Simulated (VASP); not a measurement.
Wanted: the native input for a VASP 6.6.1 run.

| Item | Value |
| --- | --- |
| Task | single point |
| Functional | PBE |
| Potentials or basis | VASP PAW PBE potentials, release 64 (Ba_sv, Te) |
| Cutoff | 520 eV |
| k mesh | 6 × 6 × 6 |
| Occupations | gaussian, width 0.05 eV |
| Spin | no spin polarisation |
| Dipole correction | no |
| Further INCAR settings | ALGO = Normal; EDIFF = 1e-06; NBANDS = 15 |

The structure of BaTe lies in POSCAR:

```
BaTe
1.0
    4.2624660000      0.0000000000      0.0000000000
    0.0000000000      4.2624660000      0.0000000000
    0.0000000000      0.0000000000      4.1559043500
Ba Te
1 1
Direct
    0.0000000000      0.0000000000      0.0000000000
    0.5000000000      0.5000000000      0.5000000000
```

This cell differs from its parent crystal: strain +0.000 along x and y, -0.025 along z.

The input as run:

INCAR

```
SYSTEM = BaTe
  PREC = Accurate
  ENCUT = 520
  EDIFF = 1E-6
  ISMEAR = 0
  SIGMA = 0.05
  LREAL = .FALSE.
  LASPH = .TRUE.
  NELM = 80
  ALGO = Normal
  ISIF = 2
  LWAVE = .FALSE.
  LCHARG = .TRUE.
  GGA = PE
  LELF = .TRUE.
  LVHAR = .TRUE.
  NBANDS = 15
```

KPOINTS

```
Automatic mesh
0
G
  6 6 6
  0 0 0
```

Potentials or basis: VASP PAW PBE potentials, release 64 (Ba_sv, Te).

The run is started by

```console
$ cat potpaw_PBE.64/Ba_sv/POTCAR potpaw_PBE.64/Te/POTCAR > POTCAR
$ mpirun -np 1 vasp_std > vasp.out
```

Results of the run:

- Pressure: 0.9 GPa
- Band gap on the k mesh: 0.57 eV, indirect (least direct gap 0.75 eV)

Caveat: the cell differs from its parent crystal (strain +0.000 along x and y, -0.025 along z); spin-orbit coupling is left out, which moves the levels of the heavy elements.

It took 11 s on 1 thread of Intel(R) Xeon(R) 6975P-C (Granite Rapids) (shared host), peak memory 0.2 GiB.
